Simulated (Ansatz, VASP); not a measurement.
Lu: VASP beside Ansatz

```
Lu
1.0
    -1.94997    1.94997    1.94997
     1.94997   -1.94997    1.94997
     1.94997    1.94997   -1.94997
Lu
1
Cartesian
  0.0000 0.0000 0.0000
```

Alike in both runs: task electric field gradients; functional PBE; k mesh 15 × 15 × 15; occupations fermi-dirac, width 0.08 eV; no spin polarisation.

|  | VASP | Ansatz |
| --- | --- | --- |
| version | VASP 6.6.1 | Ansatz 0.2.0 |
| potentials or method | VASP PAW PBE potentials, release 64 (Lu) | PAW with Ansatz's default frozen-core files, scalar-relativistic |
| plane-wave cutoff (eV) | 520 | 420 |
| valence electrons in the cell | 25 | 25 |

|  | VASP | Ansatz | Ansatz less VASP |
| --- | --- | --- | --- |
| pressure (GPa) | 0.1 | 0.0 | -0.13 |

The functional is the same, so the differences come from potentials, cutoffs and numerics.

Neither program's run includes spin-orbit coupling.
